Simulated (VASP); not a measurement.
# Pt (Fm-3m) in VASP: single point with PBE

Aim: the single point of Pt with PBE.

All numbers are computed with VASP 6.6.1; they aren't measurements. Logs are shortened: lines on timing, memory, paths and dates and some standing lists are left out, and cuts for length are marked.

**1. The cell of the first run**

It takes space group Fm-3m (No. 225, cubic). Conventional cell: a = 3.922 Å, b = 3.922 Å, c = 3.922 Å, α = 90.00°, β = 90.00°, γ = 90.00°. Pt (site symmetry m-3m) has 12 Pt at 2.77 Å within 3.7 Å.

**2. Single point, PBE**

Input file INCAR:

```
PREC = Accurate ; ENCUT = 520
EDIFF = 1E-6 ; ISMEAR = 0
SIGMA = 0.05 ; LREAL = F
LASPH = T ; NELM = 100
ALGO = Normal ; ISIF = 2
LWAVE = F ; LCHARG = T
GGA = PE ; LELF = T
LVHAR = T ; NBANDS = 11
```

Input file KPOINTS:

```
regular mesh
0
Gamma
  18 18 18
```

Input file POSCAR:

```
Pt
1.0
    0.0000000000      1.9609000000      1.9609000000
    1.9609000000      0.0000000000      1.9609000000
    1.9609000000      1.9609000000      0.0000000000
Pt
1
Direct
    0.0000000000      0.0000000000      0.0000000000
```

Potentials or basis: VASP PAW PBE potentials, release 64 (Pt).

The run is started by

```console
> cat potpaw_PBE.64/Pt/POTCAR > POTCAR
> mpirun -np 1 vasp_std > vasp.out
```

OUTCAR:

```text
PREC = Accurate
   ENCUT = 520
   EDIFF = 1E-6
   ISMEAR = 0
   LREAL = F
   LASPH = T
   NELM = 100
   ISIF = 2
   GGA = PE

 ion  position               nearest neighbor table
   1  0.000  0.000  0.000-

  LATTYP: Found a face centered cubic cell.
 ALAT       =     3.9218000000

  Lattice vectors:

 A1 = (   0.0000000000,   1.9609000000,   1.9609000000)
 A2 = (   1.9609000000,   0.0000000000,   1.9609000000)
 A3 = (   1.9609000000,   1.9609000000,   0.0000000000)

Analysis of symmetry for initial positions (statically):
=====================================================================
 Subroutine PRICEL returns:
 Original cell was already a primitive cell.

 Routine SETGRP: Setting up the symmetry group for a
 face centered cubic supercell.

 Subroutine GETGRP returns: Found 48 space group operations
 (whereof 48 operations were pure point group operations)
 out of a pool of 48 trial point group operations.

The static configuration has the point symmetry O_h .

Analysis of symmetry for dynamics (positions and initial velocities):
=====================================================================
 Subroutine PRICEL returns:
 Original cell was already a primitive cell.

 Routine SETGRP: Setting up the symmetry group for a
 face centered cubic supercell.

 Subroutine GETGRP returns: Found 48 space group operations
 (whereof 48 operations were pure point group operations)
 out of a pool of 48 trial point group operations.

The dynamic configuration has the point symmetry O_h .

 Subroutine INISYM returns: Found 48 space group operations
 (whereof 48 operations are pure point group operations),
 and found     1 'primitive' translations

----------------------------------------------------------------------------------------

                                     Primitive cell

  volume of cell :      15.0798

  direct lattice vectors                    reciprocal lattice vectors
     0.000000000  1.960900000  1.960900000    -0.254984956  0.254984956  0.254984956
     1.960900000  0.000000000  1.960900000     0.254984956 -0.254984956  0.254984956
     1.960900000  1.960900000  0.000000000     0.254984956  0.254984956 -0.254984956

  length of vectors
     2.773131374  2.773131374  2.773131374     0.441646899  0.441646899  0.441646899

  position of ions in fractional coordinates (direct lattice)
     0.000000000  0.000000000  0.000000000

  ion indices of the primitive-cell ions
   primitive index   ion index
                 1           1

----------------------------------------------------------------------------------------

 KPOINTS: regular mesh

Automatic generation of k-mesh.
 Grid dimensions read from file:
 generate k-points for:   18   18   18

 Generating k-lattice:

  Cartesian coordinates                     Fractional coordinates (reciprocal lattice)
    -0.014165831  0.014165831  0.014165831     0.055555556  0.000000000  0.000000000
     0.014165831 -0.014165831  0.014165831     0.000000000  0.055555556  0.000000000
     0.014165831  0.014165831 -0.014165831     0.000000000  0.000000000  0.055555556

  Length of vectors
     0.024535939  0.024535939  0.024535939

  Shift w.r.t. Gamma in fractional coordinates (k-lattice)
     0.000000000  0.000000000  0.000000000

 Subroutine IBZKPT returns following result:
 ===========================================

 Found    195 irreducible k-points:

 Following reciprocal coordinates:
            Coordinates               Weight
  0.000000  0.000000  0.000000      1.000000
  0.055556  0.000000  0.000000      8.000000
  0.111111  0.000000  0.000000      8.000000
  0.166667  0.000000  0.000000      8.000000
  0.222222  0.000000  0.000000      8.000000
  0.277778  0.000000  0.000000      8.000000
[... 16 lines left out ...]
 -0.277778  0.055556  0.000000     24.000000
 -0.222222  0.055556  0.000000     24.000000
 [... further k-points ...]
   k-points           NKPTS =    195   k-points in BZ     NKDIM =    195   number of bands    NBANDS=     11
   number of dos      NEDOS =    301   number of ions     NIONS =      1
   total plane-waves  NPLWV =  13824
   dimension x,y,z NGX =    24 NGY =   24 NGZ =   24
   dimension x,y,z NGXF=    48 NGYF=   48 NGZF=   48
   ions per type =               1
   NGX,Y,Z   is equivalent  to a cutoff of  14.39, 14.39, 14.39 a.u.
   NGXF,Y,Z  is equivalent  to a cutoff of  28.78, 28.78, 28.78 a.u.
 SYSTEM =  unknown system
   PREC   = accura    normal or accurate (medium, high low for compatibility)
   ISTART =      0    job   : 0-new  1-cont  2-samecut
   ICHARG =      2    charge: 1-file 2-atom 10-const
   ISPIN  =      1    spin polarized calculation?
   LNONCOLLINEAR =      F non collinear calculations
   LSORBIT =      F    spin-orbit coupling
   LASPH  =      T    aspherical Exc in radial PAW
   ENCUT  =  520.0 eV  38.22 Ry    6.18 a.u.   5.16  5.16  5.16*2*pi/ulx,y,z
   NELM   =    100;   NELMIN=  2; NELMDL= -5     # of ELM steps
   EDIFF  = 0.1E-05   stopping-criterion for ELM
   LREAL  =      F    real-space projection
   EDIFFG = 0.1E-04   stopping-criterion for IOM
   NSW    =      0    number of steps for IOM
   IBRION =     -1    ionic relax: 0-MD 1-quasi-New 2-CG
   NFREE  =      0    steps in history (QN), initial steepest desc. (CG)
   ISIF   =      2    stress and relaxation
   ISYM   =      2    0-nonsym 1-usesym 2-fastsym
   POTIM  = 0.5000    time-step for ionic-motion
   TEBEG  =    0.0;   TEEND  =   0.0 temperature during run
   PSTRESS=    0.0 pullay stress
   NELECT =      10.0000    total number of electrons
   NUPDOWN=      -1.0000    fix difference up-down
   EMIN   =  10.00;   EMAX   =-10.00  energy-range for DOS
   EFERMI =   0.00;   METHOD = LEGACY
   ISMEAR =     0;   SIGMA  =   0.05  broadening in eV -4-tet -1-fermi 0-gaus
   EFERMI_NEDOS =   21; number of points for ismear=-14 and -15
   IALGO  =     38    algorithm
   IMIX   =      4    mixing-type and parameters
     AMIX     =   0.40;   BMIX     =  1.00
     AMIX_MAG =   1.60;   BMIX_MAG =  1.00
  volume/ion in A,a.u.               =      15.08       101.76
  Fermi-wavevector in a.u.,A,eV,Ry     =   1.427609  2.697791 27.729605  2.038068
  Thomas-Fermi vector in A             =   2.547760
   LORBIT       =      0    0 simple, 1 ext, 2 COOP (PROOUT), +10 PAW based schemes
   GGA     = PE    functional components
   LHFCALC =     F    Hartree Fock is set to
   AEXX    =    0.0000 exact exchange contribution
   IVDW    =     0    specifies the selected vdW correction
   LEPSILON=     F    determine dielectric tensor
   LRPA    =     F    only Hartree local field effects (RPA)
 non-spin polarized calculation
 Gauss-broadening in eV      SIGMA  =   0.05
  energy-cutoff  :      520.00
  volume of cell :       15.08
 maximum number of plane-waves:       419
 NGX is ok and might be reduce to    24
   NGX = 11   NGY = 11   NGZ = 11

 number of electron      10.0000000 magnetization

 Free energy of the ion-electron system (eV)
  ---------------------------------------------------
  ext. energy  EPLUGINS =         0.00000000
  ---------------------------------------------------
  free energy    TOTEN  =        -6.08023222 eV

  energy without entropy =       -6.07737366  energy(sigma->0) =       -6.07880294

 E-fermi :  11.2704     XC(G=0): -13.4914

 val. band max:       11.2700875942   @ k =  -0.3333   0.3889   0.1111
 cond. band min:      11.2707820306   @ k =   0.3889   0.2778   0.0000
 fundamental gap:      0.0006944364
 Fermi energy:        11.2703676660

 k-point     1 :       0.0000    0.0000    0.0000
  band No.  band energies     occupation
      1       1.0491      2.00000
      2       7.4768      2.00000
      3       7.4768      2.00000
      4       7.4768      2.00000
      5       9.6320      2.00000
      6       9.6320      2.00000
      7      25.9064      0.00000
      8      30.8732      0.00000
      9      30.8732      0.00000
     10      30.8732      0.00000
     11      36.2181      0.00000

 k-point     2 :       0.0556    0.0000    0.0000
  band No.  band energies     occupation
      1       1.1737      2.00000
      2       7.4206      2.00000
      3       7.5266      2.00000
      4       7.5266      2.00000
      5       9.6037      2.00000
      6       9.6037      2.00000
      7      26.1013      0.00000
      8      30.2047      0.00000
      9      31.0649      0.00000
     10      31.0649      0.00000
     11      36.9586      0.00000

 k-point     3 :       0.1111    0.0000    0.0000
  band No.  band energies     occupation
      1       1.5361      2.00000
      2       7.2765      2.00000
      3       7.6571      2.00000
      4       7.6571      2.00000
      5       9.5432      2.00000
      6       9.5432      2.00000
      7      26.6323      0.00000
      8      28.8031      0.00000
      9      31.6225      0.00000
     10      31.6225      0.00000
     11      37.7845      0.00000

 k-point     4 :       0.1667    0.0000    0.0000
  band No.  band energies     occupation
      1       2.0968      2.00000
      2       7.1154      2.00000
      3       7.8040      2.00000
      4       7.8040      2.00000
      5       9.5271      2.00000
      6       9.5271      2.00000
      7      27.1737      0.00000
      8      27.3355      0.00000
      9      32.4895      0.00000
     10      32.4895      0.00000
     11      36.2164      0.00000
[... 239 lines left out ...]
 k-point    22 :      -0.3333    0.0556    0.0000
  band No.  band energies     occupation
      1       3.9457      2.00000
      2       7.5736      2.00000
      3       7.6863      2.00000
      4       8.1137      2.00000
      5      10.3226      2.00000
      6      11.0670      2.00000
      7      20.9452      0.00000
      8      26.5847      0.00000
      9      30.9107      0.00000
     10      32.8791      0.00000
     11      36.0613      0.00000

 k-point    23 :      -0.2778    0.0556    0.0000
  band No.  band energies     occupation
      1       3.6520      2.00000
      2       7.3112      2.00000
      3       7.7583      2.00000
      4       7.8320      2.00000
      5       9.8281      2.00000
      6      10.5611      2.00000
      7      23.0183      0.00000
      8      27.3020      0.00000
      9      31.8361      0.00000
     10      34.4568      0.00000
     11      34.6920      0.00000

 k-point    24 :      -0.2222    0.0556    0.0000
  band No.  band energies     occupation
      1       3.0947      2.00000
      2       6.9854      2.00000
      3       7.8681      2.00000
      4       7.9357      2.00000
      5       9.4379      2.00000
      6      10.1194      2.00000
      7      24.9586      0.00000
      8      27.8142      0.00000
      9      32.3388      0.00000
     10      33.7483      0.00000
     11      34.9928      0.00000

 [... further k-points ...]
[... 5 lines left out ...]
  --------------------------------------------------------------------------------------
  -------------------------------------------------------------------------------------
  Total        0.8902504      0.8902504      0.8902504      0.0000000     -0.0000000     -0.0000000
  in kB       94.5859038     94.5859038     94.5859038      0.0000000     -0.0000000     -0.0000000
  external PRESSURE =      94.5859038 kB  Pullay stress =       0.0000000 kB

 VOLUME and BASIS-vectors are now :
 -----------------------------------------------------------------------------
  energy-cutoff  :      520.00
  volume of cell :       15.08
      direct lattice vectors                 reciprocal lattice vectors
     0.000000000  1.960900000  1.960900000    -0.254984956  0.254984956  0.254984956
     1.960900000  0.000000000  1.960900000     0.254984956 -0.254984956  0.254984956
     1.960900000  1.960900000  0.000000000     0.254984956  0.254984956 -0.254984956

 POSITION                                       TOTAL-FORCE (eV/Angst)
 -----------------------------------------------------------------------------------
      0.00000      0.00000      0.00000         0.000000     -0.000000      0.000000
 -----------------------------------------------------------------------------------
    total drift:                               -0.000000      0.000000      0.000000

  FREE ENERGIE OF THE ION-ELECTRON SYSTEM (eV)
  ---------------------------------------------------
  free  energy   TOTEN  =        -6.0802322200 eV

  energy  without entropy=       -6.0773736564  energy(sigma->0) =       -6.07880294
```

Run time: 17 s. Hardware: 1 thread of Intel Xeon 6975P-C, shared host; peak memory 0.16 GiB.

Results:

| Quantity | Value |
| --- | --- |
| Free energy | -6.0802 eV |
| Pressure | 9.5 GPa |
| Band gap on the k mesh | zero (band 5 reaches 11.76 eV, above the bottom of band 6 at 9.53 eV) |

Caveat: spin-orbit coupling is left out, which moves the levels of the heavy elements.
